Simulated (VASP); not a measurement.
In, 3 atoms in the cell. It takes space group R-3m (No. 166, trigonal). Conventional cell: a = 3.406 Å, b = 3.406 Å, c = 24.622 Å, α = 90.00°, β = 90.00°, γ = 120.00°. In (site symmetry -3m) has 12 In at 3.37 to 3.41 Å within 4.4 Å. In (site symmetry 3m) has 12 In at 3.36 to 3.41 Å within 4.4 Å.  This cell differs from its parent crystal: equal xx and yy strain of +2 %.

- Program: VASP 6.6.1
- Task: electric field gradients
- Functional: PBEsol
- Potentials or basis: VASP PAW PBE potentials, release 64 (In_d)
- Cutoff: 520 eV
- k mesh: 14 × 14 × 14
- Occupations: fermi-dirac, width 0.05 eV
- Spin: no spin polarisation
- Dipole correction: no
- Further INCAR settings: ALGO = Normal; EDIFF = 1e-08; NBANDS = 26

Potentials or basis: VASP PAW PBE potentials, release 64 (In_d).

Run with:

```console
$ cat potpaw_PBE.64/In_d/POTCAR > POTCAR
$ mpirun -np 1 vasp_std > vasp.out
```

Hardware: 1 thread of Oxide Virtual Turin-like Processor (shared host).

Task: How long does it take, and how much memory?

Result: Run time: 76 min on 1 thread of Oxide Virtual Turin-like Processor, on a shared host, peak memory 0.81 GiB. Counts: scf iterations 14, k points 288.
